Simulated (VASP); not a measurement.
Al2O3: electric field gradients with PBE

Al2O3:

```
Al O
1.0
     2.38025    1.37424    4.33187
    -2.38025    1.37424    4.33187
     0.00000   -2.74848    4.33187
Al O
4 6
Direct
  0.35208 0.35208 0.35208
  0.14792 0.14792 0.14792
  0.64792 0.64792 0.64792
  0.85208 0.85208 0.85208
  0.55646 0.94354 0.25000
  0.25000 0.55646 0.94354
  0.94354 0.25000 0.55646
  0.44354 0.05646 0.75000
  0.75000 0.44354 0.05646
  0.05646 0.75000 0.44354
```

```yaml
Program: VASP 6.6.1
Task: electric field gradients
Functional: PBE
Potentials_or_basis: VASP PAW PBE potentials, release 64 (Al, O)
Cutoff: 520 eV
k_mesh: 5 × 5 × 5
Occupations: fermi-dirac, width 0.02 eV
Spin: no spin polarisation
Dipole_correction: no
Further_INCAR_settings: ALGO = Normal; EDIFF = 1e-08; NBANDS = 35
```

```
Pressure                                : 7.2 GPa
Largest force                           : 0.004 eV/Å
Band gap on the k mesh                  : 6.22 eV
Largest electric field gradient by atom : Al +6.2; O -37.7 V/Å²
```

Forces on the atoms (eV/Å):
```
Al   0.000  0.000 -0.004
Al   0.000  0.000  0.004
Al   0.000  0.000  0.004
Al   0.000  0.000 -0.004
O    0.001  0.000  0.000
O   -0.001  0.001  0.000
O   -0.001 -0.001  0.000
O   -0.001  0.000  0.000
O    0.001 -0.001  0.000
O    0.001  0.001  0.000
```

Stress tensor (GPa, compression positive):
```
7.40 0.00 0.00
0.00 7.40 0.00
0.00 0.00 6.82
```

Levels at points of the mesh, in eV from the valence-band top:
```
           k point  band 20  band 21  band 22  band 23  band 24  band 25  band 26  band 27  band 28  band 29
(0.00, 0.00, 0.00)    -0.49    -0.49    -0.04    -0.04     0.00     6.22     9.14    10.74    11.52    11.52
```

Electric field gradients, principal values (V/Å²):
```
atom   least  middle  greatest (by size)
1 Al  -3.091  -3.091               6.182
2 Al  -3.091  -3.091               6.182
3 Al  -3.091  -3.091               6.182
4 Al  -3.091  -3.091               6.182
 5 O   9.391  28.306             -37.697
 6 O   9.391  28.306             -37.697
 7 O   9.391  28.306             -37.697
 8 O   9.391  28.306             -37.697
 9 O   9.391  28.306             -37.697
10 O   9.391  28.306             -37.697
```

Wall time 57 s on 1 thread of Intel(R) Xeon(R) Platinum 8488C (Sapphire Rapids), on a shared host, peak memory 0.24 GiB.

Caveat: the cell stands under pressure; without QUAD_EFG the Cq values of the log hold for a quadrupole moment of 1 mb, not for the nuclei.
